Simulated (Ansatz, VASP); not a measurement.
**NbH: VASP beside Ansatz**

```xyz
4
Lattice="1.8454 -2.3932 0.0000 1.8454 2.3932 0.0000 0.0000 0.0000 4.8042" Properties=species:S:1:pos:R:3 pbc="T T T"
Nb    1.8454   -1.1966    1.2916
Nb    1.8454    1.1966    3.5127
H     0.9227    0.0000    0.0000
H     2.7681    0.0000    0.0000
```

Alike in both runs: task single point; functional PBEsol; k mesh 9 × 9 × 6; no spin polarisation.

|  | VASP | Ansatz |
| --- | --- | --- |
| version | VASP 6.6.1 | Ansatz 0.2.0 |
| potentials or method | VASP PAW PBE potentials, release 64 (Nb_sv, H), cutoff 520 eV | plane waves, PAW |
| occupations | methfessel-paxton of order 1, width 0.1 eV | cold, width 0.1 eV |
| valence electrons in the cell | 28 | 28 |

|  | VASP | Ansatz | Ansatz less VASP |
| --- | --- | --- | --- |
| pressure (GPa) | -7.2 | -6.8 | +0.40 |
| traceless stress, the component that is largest in VASP (GPa) | -1.12 | -1.06 | +0.062 |

VASP's potentials were made for PBE, not for PBEsol.
